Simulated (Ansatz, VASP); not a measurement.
## Ba3TeC3 in VASP and in Ansatz

```
Ba Te C
1.0
     5.71633    0.00000    0.00000
     0.00000    5.71633    0.00000
     0.00000    0.00000    5.71633
Ba Te C
3 1 3
Direct
  0.50000 0.50000 0.00000
  0.00000 0.50000 0.50000
  0.50000 0.00000 0.50000
  0.50000 0.50000 0.50000
  0.50000 0.00000 0.00000
  0.00000 0.50000 0.00000
  0.00000 0.00000 0.50000
```

Change from the starting cell: species swapped into the Ce3GaBr3 type (Pm-3m, No. 221).

Alike in both runs: task single point; functional PBE; k mesh 4 × 4 × 4; occupations gaussian, width 0.1 eV; no spin polarisation.

|  | VASP | Ansatz |
| --- | --- | --- |
| version | VASP 6.6.1 | Ansatz 0.2.0 |
| potentials or method | VASP PAW PBE potentials, release 64 (Ba_sv, Te, C), cutoff 520 eV | scalar-relativistic, plane waves, PAW |
| valence electrons in the cell | 48 | 58 |

|  | VASP | Ansatz | Ansatz less VASP |
| --- | --- | --- | --- |
| gap on the k mesh at the Fermi level (eV) | none | none | - |
| pressure (GPa) | 18.1 | 16.9 | -1.16 |

A gap of «none» marks a metal or a gap that the smearing closes. The functional is the same, so the differences come from potentials, cutoffs and numerics. VASP's potentials hold 48 valence electrons a cell and Ansatz's 58, so a difference there can come from the potentials and not from the codes.

Spin-orbit coupling is off throughout.
